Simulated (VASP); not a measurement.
Wanted: the native input for a VASP 6.6.1 run.

```
Task                   : single point
Functional             : PBE
Potentials or basis    : VASP PAW PBE potentials, release 64 (Sc_sv, Al)
Cutoff                 : 520 eV
k mesh                 : 6 × 6 × 6
Occupations            : gaussian, width 0.05 eV
Spin                   : no spin polarisation
Dipole correction      : no
Further INCAR settings : ALGO = Normal; EDIFF = 1e-07; NBANDS = 18
```

The structure of ScAl3 lies in POSCAR:

```
ScAl3
1.0
    4.1013874225      0.0000000000      0.0000000000
    0.0000000000      4.1013874225      0.0000000000
    0.0000000000      0.0000000000      4.1013874225
Sc Al
1 3
Direct
    0.0000000000      0.0000000000      0.0000000000
    0.5000000000      0.0000000000      0.5000000000
    0.0000000000      0.5000000000      0.5000000000
    0.5000000000      0.5000000000      0.0000000000
```

The input as run:

INCAR

```
SYSTEM = ScAl3
PREC = Accurate
ENCUT = 520
EDIFF = 1E-7
ISMEAR = 0
SIGMA = 0.05
LREAL = .False.
LASPH = .True.
NELM = 100
ALGO = Normal
ISIF = 2
LWAVE = .False.
LCHARG = .True.
GGA = PE
LELF = .True.
LVHAR = .True.
NBANDS = 18
```

KPOINTS

```
Automatic mesh
0
Gamma
  6 6 6
  0 0 0
```

Potentials or basis: VASP PAW PBE potentials, release 64 (Sc_sv, Al).

The run is started by

```bash
$ cat potpaw_PBE.64/Sc_sv/POTCAR potpaw_PBE.64/Al/POTCAR > POTCAR
$ mpirun -np 1 vasp_std > vasp.out
```

Results of the run:

```
Pressure               : 0.2 GPa
Band gap on the k mesh : zero (band 10 reaches 8.00 eV, above the bottom of band 11 at 4.23 eV)
```

It took 20 s on 1 thread of Intel Xeon 6975P-C, with other jobs on the host, peak memory 0.18 GiB.
